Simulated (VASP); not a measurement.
# NaSc2O3 (P6/mmm) in VASP: single point with PBE

Aim: the single point of NaSc2O3 with PBE.

All numbers are computed with VASP 6.6.1; they aren't measurements. Logs are shortened: lines on timing, memory, paths and dates and some standing lists are left out, and cuts for length are marked.

## 1. The cell of the first run

Symmetry: P6/mmm, No. 191, hexagonal system. Conventional cell: a = 5.622 Å, b = 5.622 Å, c = 2.860 Å, α = 90.00°, β = 90.00°, γ = 120.00°. Na (site symmetry 6/mmm) has 2 Na at 2.86 Å and 12 O at 3.15 Å and 6 Sc at 3.25 Å within 3.8 Å. Within 2.9 Å of Sc (site symmetry -6m2) lie 6 O at 2.16 Å and 2 Sc at 2.86 Å. O (site symmetry mmm) has 4 Sc at 2.16 Å and 6 O at 2.81 to 2.86 Å within 2.9 Å.

The cell was built from a structure type or drawn by symmetry, and may not be a known phase.

## 2. Single point, PBE

Contents of INCAR:

```
SYSTEM = NaSc2O3
  PREC = Accurate
  ENCUT = 520
  EDIFF = 1E-7
  ISMEAR = 0
  SIGMA = 0.1
  LREAL = .False.
  LASPH = .True.
  NELM = 100
  ALGO = Normal
  ISIF = 2
  LWAVE = .False.
  LCHARG = .False.
  GGA = PE
  NBANDS = 32
```

Contents of KPOINTS:

```
Automatic mesh
0
Gamma
  9 9 14
  0 0 0
```

Contents of POSCAR:

```
NaSc2O3
1.0
    5.6217596909      0.0000000000      0.0000000000
   -2.8108798455      4.8685867063      0.0000000000
    0.0000000000      0.0000000000      2.8603279363
Na Sc O
1 2 3
Direct
    0.0000000000      0.0000000000      0.5000000000
    0.3333333333      0.6666666667      0.5000000000
    0.6666666667      0.3333333333      0.5000000000
    0.5000000000      0.5000000000      0.0000000000
    0.0000000000      0.5000000000      0.0000000000
    0.5000000000      0.0000000000      0.0000000000
```

Potentials or basis: VASP PAW PBE potentials, release 64 (Na_pv, Sc_sv, O).

Run with:

```
$ cat potpaw_PBE.64/Na_pv/POTCAR potpaw_PBE.64/Sc_sv/POTCAR potpaw_PBE.64/O/POTCAR > POTCAR
$ mpirun -np 1 vasp_std > vasp.out
```

OUTCAR:

```text
SYSTEM = NaSc2O3
   PREC = Accurate
   ENCUT = 520
   EDIFF = 1E-7
   ISMEAR = 0
   LREAL = .False.
   LASPH = .True.
   NELM = 100
   ISIF = 2
   GGA = PE

 ion  position               nearest neighbor table
   1  0.000  0.000  0.500-
   2  0.333  0.667  0.500-   5 2.16   5 2.16   6 2.16   6 2.16   4 2.16   4 2.16   3 3.25   3 3.25
                             3 3.25
   3  0.667  0.333  0.500-   5 2.16   5 2.16   6 2.16   6 2.16   4 2.16   4 2.16   2 3.25   2 3.25
                             2 3.25
   4  0.500  0.500  0.000-   2 2.16   3 2.16   2 2.16   3 2.16
   5  0.000  0.500  0.000-   2 2.16   3 2.16   2 2.16   3 2.16
   6  0.500  0.000  0.000-   2 2.16   3 2.16   2 2.16   3 2.16

  LATTYP: Found a hexagonal cell.
 ALAT       =     5.6217596909
 C/A-ratio  =     0.5087958386

  Lattice vectors:

 A1 = (   5.6217596909,   0.0000000000,   0.0000000000)
 A2 = (  -2.8108798455,   4.8685867063,   0.0000000000)
 A3 = (   0.0000000000,   0.0000000000,   2.8603279363)

Analysis of symmetry for initial positions (statically):
=====================================================================
 Subroutine PRICEL returns:
 Original cell was already a primitive cell.

 Routine SETGRP: Setting up the symmetry group for a
 hexagonal supercell.

 Subroutine GETGRP returns: Found 24 space group operations
 (whereof 24 operations were pure point group operations)
 out of a pool of 24 trial point group operations.

The static configuration has the point symmetry D_6h.

Analysis of symmetry for dynamics (positions and initial velocities):
=====================================================================
 Subroutine PRICEL returns:
 Original cell was already a primitive cell.

 Routine SETGRP: Setting up the symmetry group for a
 hexagonal supercell.

 Subroutine GETGRP returns: Found 24 space group operations
 (whereof 24 operations were pure point group operations)
 out of a pool of 24 trial point group operations.

The dynamic configuration has the point symmetry D_6h.

 Subroutine INISYM returns: Found 24 space group operations
 (whereof 24 operations are pure point group operations),
 and found     1 'primitive' translations

----------------------------------------------------------------------------------------

                                     Primitive cell

[... 98 lines left out ...]
   EDIFF  = 0.1E-06   stopping-criterion for ELM
   LREAL  =      F    real-space projection
   EDIFFG = 0.1E-05   stopping-criterion for IOM
   NSW    =      0    number of steps for IOM
   IBRION =     -1    ionic relax: 0-MD 1-quasi-New 2-CG
   NFREE  =      0    steps in history (QN), initial steepest desc. (CG)
   ISIF   =      2    stress and relaxation
   ISYM   =      2    0-nonsym 1-usesym 2-fastsym
   POTIM  = 0.5000    time-step for ionic-motion
   TEBEG  =    0.0;   TEEND  =   0.0 temperature during run
   PSTRESS=    0.0 pullay stress
   NELECT =      47.0000    total number of electrons
   NUPDOWN=      -1.0000    fix difference up-down
   EMIN   =  10.00;   EMAX   =-10.00  energy-range for DOS
   EFERMI =   0.00;   METHOD = LEGACY
   ISMEAR =     0;   SIGMA  =   0.10  broadening in eV -4-tet -1-fermi 0-gaus
   EFERMI_NEDOS =   21; number of points for ismear=-14 and -15
   IALGO  =     38    algorithm
   IMIX   =      4    mixing-type and parameters
     AMIX     =   0.40;   BMIX     =  1.00
     AMIX_MAG =   1.60;   BMIX_MAG =  1.00
  volume/ion in A,a.u.               =      13.05        88.05
  Fermi-wavevector in a.u.,A,eV,Ry     =   1.381053  2.609812 25.950504  1.907308
  Thomas-Fermi vector in A             =   2.505873
   LORBIT       =      0    0 simple, 1 ext, 2 COOP (PROOUT), +10 PAW based schemes
   GGA     = PE    functional components
   LHFCALC =     F    Hartree Fock is set to
   AEXX    =    0.0000 exact exchange contribution
   IVDW    =     0    specifies the selected vdW correction
   LEPSILON=     F    determine dielectric tensor
   LRPA    =     F    only Hartree local field effects (RPA)
 non-spin polarized calculation
 Gauss-broadening in eV      SIGMA  =   0.10
  energy-cutoff  :      520.00
  volume of cell :       78.29
 maximum number of plane-waves:      2130
 NGX is ok and might be reduce to    42
   NGX = 21   NGY = 21   NGZ = 11

 number of electron      47.0000010 magnetization

 Free energy of the ion-electron system (eV)
  ---------------------------------------------------
  ext. energy  EPLUGINS =         0.00000000
  ---------------------------------------------------
  free energy    TOTEN  =       -44.76828557 eV

  energy without entropy =      -44.75687167  energy(sigma->0) =      -44.76257862

 E-fermi :   5.8882     XC(G=0): -10.3697

 val. band max:        5.8818379520   @ k =   0.3333   0.3333   0.4286
 cond. band min:       5.8883255528   @ k =   0.0000   0.0000   0.0714
 fundamental gap:      0.0064876008
 Fermi energy:         5.8882119264

 k-point     1 :       0.0000    0.0000    0.0000
  band No.  band energies     occupation
      1     -44.7960      2.00000
      2     -44.7520      2.00000
      3     -23.7510      2.00000
      4     -23.7510      2.00000
      5     -23.4229      2.00000
      6     -23.4229      2.00000
[... 829 lines left out ...]
     31       8.5506      0.00000
     32       9.0112      0.00000

 [... further k-points ...]

------------------------ aborting loop because EDIFF is reached ----------------------------------------

  FORCE on cell =-STRESS in cart. coord.  units (eV):
  Direction    XX          YY          ZZ          XY          YZ          ZX
  --------------------------------------------------------------------------------------
  -------------------------------------------------------------------------------------
  Total        0.2723729      0.2723729      0.5220800     -0.0000000     -0.0000000     -0.0000000
  in kB        5.5742114      5.5742114     10.6845603     -0.0000000     -0.0000000     -0.0000000
  external PRESSURE =       7.2776610 kB  Pullay stress =       0.0000000 kB

 VOLUME and BASIS-vectors are now :
 -----------------------------------------------------------------------------
  energy-cutoff  :      520.00
  volume of cell :       78.29
      direct lattice vectors                 reciprocal lattice vectors
     5.621759691  0.000000000  0.000000000     0.177880247  0.102699208  0.000000000
    -2.810879846  4.868586706  0.000000000     0.000000000  0.205398416  0.000000000
     0.000000000  0.000000000  2.860327936     0.000000000  0.000000000  0.349610262

 POSITION                                       TOTAL-FORCE (eV/Angst)
 -----------------------------------------------------------------------------------
      0.00000      0.00000      1.43016        -0.000000      0.000000     -0.000000
     -0.00000      3.24572      1.43016        -0.000000      0.000000     -0.000000
      2.81088      1.62286      1.43016         0.000000     -0.000000      0.000000
      1.40544      2.43429      0.00000        -0.000000      0.000000     -0.000000
     -1.40544      2.43429      0.00000        -0.000000      0.000000     -0.000000
      2.81088      0.00000      0.00000        -0.000000      0.000000     -0.000000
 -----------------------------------------------------------------------------------
    total drift:                                0.000000      0.000000     -0.000000

  FREE ENERGIE OF THE ION-ELECTRON SYSTEM (eV)
  ---------------------------------------------------
  free  energy   TOTEN  =       -44.7682855709 eV

  energy  without entropy=      -44.7568716659  energy(sigma->0) =      -44.76257862
```

Wall time 2.1 min (1 thread of Intel Xeon 6975P-C (Granite Rapids), shared host); peak memory 0.34 GiB.

Results:

- Free energy: -44.7683 eV
- Pressure: 0.7 GPa
- Band gap on the k mesh: zero (an odd number of electrons rules out a gap without spin polarisation)

Stress tensor (GPa, compression positive):
```
0.56 0.00 0.00
0.00 0.56 0.00
0.00 0.00 1.07
```

Caveat: an odd number of electrons without spin polarisation forces a metal; a magnetic or distorted state may lie lower.
